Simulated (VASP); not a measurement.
# Ta2Hg (Fm-3m) in VASP: single point with PBE

Aim: the single point of Ta2Hg with PBE.

Everything below comes from runs of VASP 6.6.1. Logs are shortened: lines on timing, memory, paths and dates and some standing lists are left out, and cuts for length are marked.

## Step 1: The cell of the first run

It takes space group Fm-3m (No. 225, cubic). Conventional cell: a = 6.403 Å, b = 6.403 Å, c = 6.403 Å, α = 90.00°, β = 90.00°, γ = 90.00°. Within 3.7 Å of Ta (site symmetry -43m) lie 4 Hg at 2.77 Å and 6 Ta at 3.20 Å. Hg (site symmetry m-3m) has 8 Ta at 2.77 Å within 3.7 Å.

## Step 2: Single point, PBE

INCAR

```
PREC = Accurate
ENCUT = 520
EDIFF = 1E-6
ISMEAR = 0
SIGMA = 0.1
LREAL = False
LASPH = True
NELM = 60
ALGO = Normal
ISIF = 2
LWAVE = False
LCHARG = False
GGA = PE
NBANDS = 24
```

KPOINTS

```
regular mesh
0
Gamma
  12 12 12
```

POSCAR

```
Ta2Hg
1.0
    0.0000000000      3.2016167877      3.2016167877
    3.2016167877      0.0000000000      3.2016167877
    3.2016167877      3.2016167877      0.0000000000
Ta Hg
2 1
Direct
    0.2500000000      0.2500000000      0.2500000000
    0.7500000000      0.7500000000      0.7500000000
    0.0000000000      0.0000000000      0.0000000000
```

Potentials or basis: VASP PAW PBE potentials, release 64 (Ta_pv, Hg).

Started as:

```console
cat potpaw_PBE.64/Ta_pv/POTCAR potpaw_PBE.64/Hg/POTCAR > POTCAR
mpirun -np 1 vasp_std > vasp.out
```

OUTCAR:

```text
PREC = Accurate
   ENCUT = 520
   EDIFF = 1E-6
   ISMEAR = 0
   LREAL = False
   LASPH = True
   NELM = 60
   ISIF = 2
   GGA = PE

 ion  position               nearest neighbor table
   1  0.250  0.250  0.250-   3 2.77   3 2.77   3 2.77   3 2.77   2 3.20   2 3.20   2 3.20   2 3.20
                             2 3.20   2 3.20
   2  0.750  0.750  0.750-   3 2.77   3 2.77   3 2.77   3 2.77   1 3.20   1 3.20   1 3.20   1 3.20
                             1 3.20   1 3.20
   3  0.000  0.000  0.000-   2 2.77   2 2.77   1 2.77   1 2.77   2 2.77   1 2.77   2 2.77   1 2.77

  LATTYP: Found a face centered cubic cell.
 ALAT       =     6.4032335754

  Lattice vectors:

 A1 = (   0.0000000000,   3.2016167877,   3.2016167877)
 A2 = (   3.2016167877,   0.0000000000,   3.2016167877)
 A3 = (   3.2016167877,   3.2016167877,   0.0000000000)

Analysis of symmetry for initial positions (statically):
=====================================================================
 Subroutine PRICEL returns:
 Original cell was already a primitive cell.

 Routine SETGRP: Setting up the symmetry group for a
 face centered cubic supercell.

 Subroutine GETGRP returns: Found 48 space group operations
 (whereof 48 operations were pure point group operations)
 out of a pool of 48 trial point group operations.

The static configuration has the point symmetry O_h .

Analysis of symmetry for dynamics (positions and initial velocities):
=====================================================================
 Subroutine PRICEL returns:
 Original cell was already a primitive cell.

 Routine SETGRP: Setting up the symmetry group for a
 face centered cubic supercell.

 Subroutine GETGRP returns: Found 48 space group operations
 (whereof 48 operations were pure point group operations)
 out of a pool of 48 trial point group operations.

The dynamic configuration has the point symmetry O_h .

 Subroutine INISYM returns: Found 48 space group operations
 (whereof 48 operations are pure point group operations),
 and found     1 'primitive' translations

----------------------------------------------------------------------------------------

                                     Primitive cell

  volume of cell :      65.6354

  direct lattice vectors                    reciprocal lattice vectors
     0.000000000  3.201616788  3.201616788    -0.156171095  0.156171095  0.156171095
     3.201616788  0.000000000  3.201616788     0.156171095 -0.156171095  0.156171095
     3.201616788  3.201616788  0.000000000     0.156171095  0.156171095 -0.156171095

  length of vectors
     4.527769883  4.527769883  4.527769883     0.270496271  0.270496271  0.270496271

  position of ions in fractional coordinates (direct lattice)
     0.250000000  0.250000000  0.250000000
     0.750000000  0.750000000  0.750000000
     0.000000000  0.000000000  0.000000000

  ion indices of the primitive-cell ions
   primitive index   ion index
                 1           1
                 2           2
                 3           3

----------------------------------------------------------------------------------------

 KPOINTS: regular mesh

Automatic generation of k-mesh.
 Grid dimensions read from file:
 generate k-points for:   12   12   12

 Generating k-lattice:

  Cartesian coordinates                     Fractional coordinates (reciprocal lattice)
    -0.013014258  0.013014258  0.013014258     0.083333333  0.000000000  0.000000000
     0.013014258 -0.013014258  0.013014258     0.000000000  0.083333333  0.000000000
     0.013014258  0.013014258 -0.013014258     0.000000000  0.000000000  0.083333333

  Length of vectors
     0.022541356  0.022541356  0.022541356

  Shift w.r.t. Gamma in fractional coordinates (k-lattice)
     0.000000000  0.000000000  0.000000000

 Subroutine IBZKPT returns following result:
 ===========================================

 Found     72 irreducible k-points:

 Following reciprocal coordinates:
            Coordinates               Weight
  0.000000  0.000000  0.000000      1.000000
  0.083333  0.000000  0.000000      8.000000
  0.166667  0.000000  0.000000      8.000000
  0.250000  0.000000  0.000000      8.000000
  0.333333  0.000000  0.000000      8.000000
  0.416667  0.000000  0.000000      8.000000
[... 16 lines left out ...]
  0.500000  0.166667  0.000000     24.000000
 -0.416667  0.166667  0.000000     24.000000
 [... further k-points ...]
   k-points           NKPTS =     72   k-points in BZ     NKDIM =     72   number of bands    NBANDS=     24
   number of dos      NEDOS =    301   number of ions     NIONS =      3
   total plane-waves  NPLWV =  46656
   dimension x,y,z NGX =    36 NGY =   36 NGZ =   36
   dimension x,y,z NGXF=    72 NGYF=   72 NGZF=   72
   ions per type =               2   1
   NGX,Y,Z   is equivalent  to a cutoff of  13.22, 13.22, 13.22 a.u.
   NGXF,Y,Z  is equivalent  to a cutoff of  26.44, 26.44, 26.44 a.u.
 SYSTEM =  unknown system
   PREC   = accura    normal or accurate (medium, high low for compatibility)
   ISTART =      0    job   : 0-new  1-cont  2-samecut
   ICHARG =      2    charge: 1-file 2-atom 10-const
   ISPIN  =      1    spin polarized calculation?
   LNONCOLLINEAR =      F non collinear calculations
   LSORBIT =      F    spin-orbit coupling
   LASPH  =      T    aspherical Exc in radial PAW
   ENCUT  =  520.0 eV  38.22 Ry    6.18 a.u.   8.42  8.42  8.42*2*pi/ulx,y,z
   NELM   =     60;   NELMIN=  2; NELMDL= -5     # of ELM steps
   EDIFF  = 0.1E-05   stopping-criterion for ELM
   LREAL  =      F    real-space projection
   EDIFFG = 0.1E-04   stopping-criterion for IOM
   NSW    =      0    number of steps for IOM
   IBRION =     -1    ionic relax: 0-MD 1-quasi-New 2-CG
   NFREE  =      0    steps in history (QN), initial steepest desc. (CG)
   ISIF   =      2    stress and relaxation
   ISYM   =      2    0-nonsym 1-usesym 2-fastsym
   POTIM  = 0.5000    time-step for ionic-motion
   TEBEG  =    0.0;   TEEND  =   0.0 temperature during run
   PSTRESS=    0.0 pullay stress
   NELECT =      34.0000    total number of electrons
   NUPDOWN=      -1.0000    fix difference up-down
   EMIN   =  10.00;   EMAX   =-10.00  energy-range for DOS
   EFERMI =   0.00;   METHOD = LEGACY
   ISMEAR =     0;   SIGMA  =   0.10  broadening in eV -4-tet -1-fermi 0-gaus
   EFERMI_NEDOS =   21; number of points for ismear=-14 and -15
   IALGO  =     38    algorithm
   IMIX   =      4    mixing-type and parameters
     AMIX     =   0.40;   BMIX     =  1.00
     AMIX_MAG =   1.60;   BMIX_MAG =  1.00
  volume/ion in A,a.u.               =      21.88       147.64
  Fermi-wavevector in a.u.,A,eV,Ry     =   1.314786  2.484586 23.519883  1.728663
  Thomas-Fermi vector in A             =   2.445015
   LORBIT       =      0    0 simple, 1 ext, 2 COOP (PROOUT), +10 PAW based schemes
   GGA     = PE    functional components
   LHFCALC =     F    Hartree Fock is set to
   AEXX    =    0.0000 exact exchange contribution
   IVDW    =     0    specifies the selected vdW correction
   LEPSILON=     F    determine dielectric tensor
   LRPA    =     F    only Hartree local field effects (RPA)
 non-spin polarized calculation
 Gauss-broadening in eV      SIGMA  =   0.10
  energy-cutoff  :      520.00
  volume of cell :       65.64
 maximum number of plane-waves:      1807
 NGX is ok and might be reduce to    36
   NGX = 17   NGY = 17   NGZ = 17

 number of electron      33.9999998 magnetization

 Free energy of the ion-electron system (eV)
  ---------------------------------------------------
  ext. energy  EPLUGINS =         0.00000000
  ---------------------------------------------------
  free energy    TOTEN  =       -20.45452555 eV

  energy without entropy =      -20.44067792  energy(sigma->0) =      -20.44760173

 E-fermi :   4.1706     XC(G=0): -11.4181

 val. band max:        4.1556107620   @ k =  -0.4167   0.5000   0.0833
 cond. band min:       4.1853473251   @ k =  -0.4167   0.1667   0.0000
 fundamental gap:      0.0297365631
 Fermi energy:         4.1705851783

 k-point     1 :       0.0000    0.0000    0.0000
  band No.  band energies     occupation
      1     -30.7309      2.00000
      2     -30.7309      2.00000
      3     -30.7309      2.00000
      4     -30.5139      2.00000
      5     -30.5139      2.00000
      6     -30.5139      2.00000
[... 16 lines left out ...]
     23       8.7489      0.00000
     24      11.1263      0.00000

 k-point     2 :       0.0833    0.0000    0.0000
  band No.  band energies     occupation
      1     -30.7274      2.00000
      2     -30.7274      2.00000
      3     -30.7273      2.00000
      4     -30.5188      2.00000
      5     -30.5177      2.00000
      6     -30.5177      2.00000
[... 16 lines left out ...]
     23       8.4146      0.00000
     24      10.2186      0.00000

 k-point     3 :       0.1667    0.0000    0.0000
  band No.  band energies     occupation
      1     -30.7168      2.00000
      2     -30.7168      2.00000
      3     -30.7167      2.00000
      4     -30.5328      2.00000
      5     -30.5289      2.00000
      6     -30.5289      2.00000
[... 16 lines left out ...]
     23       8.8002      0.00000
     24       9.0246      0.00000

 k-point     4 :       0.2500    0.0000    0.0000
  band No.  band energies     occupation
      1     -30.7004      2.00000
      2     -30.7000      2.00000
      3     -30.7000      2.00000
      4     -30.5536      2.00000
      5     -30.5466      2.00000
      6     -30.5466      2.00000
[... 16 lines left out ...]
     23       7.5538      0.00000
     24       9.8665      0.00000

 k-point     5 :       0.3333    0.0000    0.0000
  band No.  band energies     occupation
      1     -30.6801      2.00000
      2     -30.6780      2.00000
      3     -30.6780      2.00000
      4     -30.5785      2.00000
      5     -30.5695      2.00000
      6     -30.5695      2.00000
[... 451 lines left out ...]
 k-point    22 :       0.4167    0.1667    0.0000
  band No.  band energies     occupation
      1     -30.7135      2.00000
      2     -30.7102      2.00000
      3     -30.6813      2.00000
      4     -30.5748      2.00000
      5     -30.5388      2.00000
      6     -30.5373      2.00000
[... 16 lines left out ...]
     23       6.9759      0.00000
     24       9.8654      0.00000

 k-point    23 :       0.5000    0.1667    0.0000
  band No.  band energies     occupation
      1     -30.7079      2.00000
      2     -30.6938      2.00000
      3     -30.6885      2.00000
      4     -30.5611      2.00000
      5     -30.5597      2.00000
      6     -30.5480      2.00000
[... 16 lines left out ...]
     23       6.5419      0.00000
     24      10.0362      0.00000

 k-point    24 :      -0.4167    0.1667    0.0000
  band No.  band energies     occupation
      1     -30.7271      2.00000
      2     -30.6706      2.00000
      3     -30.6622      2.00000
      4     -30.5868      2.00000
      5     -30.5863      2.00000
      6     -30.5265      2.00000
[... 16 lines left out ...]
     23       6.3438      0.00000
     24      10.1094      0.00000

 [... further k-points ...]
[... 5 lines left out ...]
  --------------------------------------------------------------------------------------
  -------------------------------------------------------------------------------------
  Total        0.1545676      0.1545676      0.1545676      0.0000000     -0.0000000      0.0000000
  in kB        3.7730362      3.7730362      3.7730362      0.0000000     -0.0000000      0.0000000
  external PRESSURE =       3.7730362 kB  Pullay stress =       0.0000000 kB

 VOLUME and BASIS-vectors are now :
 -----------------------------------------------------------------------------
  energy-cutoff  :      520.00
  volume of cell :       65.64
      direct lattice vectors                 reciprocal lattice vectors
     0.000000000  3.201616788  3.201616788    -0.156171095  0.156171095  0.156171095
     3.201616788  0.000000000  3.201616788     0.156171095 -0.156171095  0.156171095
     3.201616788  3.201616788  0.000000000     0.156171095  0.156171095 -0.156171095

 POSITION                                       TOTAL-FORCE (eV/Angst)
 -----------------------------------------------------------------------------------
      1.60081      1.60081      1.60081         0.000000      0.000000      0.000000
      4.80243      4.80243      4.80243         0.000000     -0.000000      0.000000
      0.00000      0.00000      0.00000        -0.000000     -0.000000     -0.000000
 -----------------------------------------------------------------------------------
    total drift:                                0.000000      0.000000      0.000000

  FREE ENERGIE OF THE ION-ELECTRON SYSTEM (eV)
  ---------------------------------------------------
  free  energy   TOTEN  =       -20.4545255458 eV

  energy  without entropy=      -20.4406779220  energy(sigma->0) =      -20.44760173
```

Wall time 2.1 min (1 thread of AMD EPYC 7R43 (Zen 3), shared host); peak memory 0.24 GiB.

What came out:

```
Free energy            : -20.4545 eV
Pressure               : 0.4 GPa
Band gap on the k mesh : zero (band 17 reaches 4.44 eV, above the bottom of band 18 at 3.93 eV)
```

Caveat: spin-orbit coupling is left out, which moves the levels of the heavy elements.
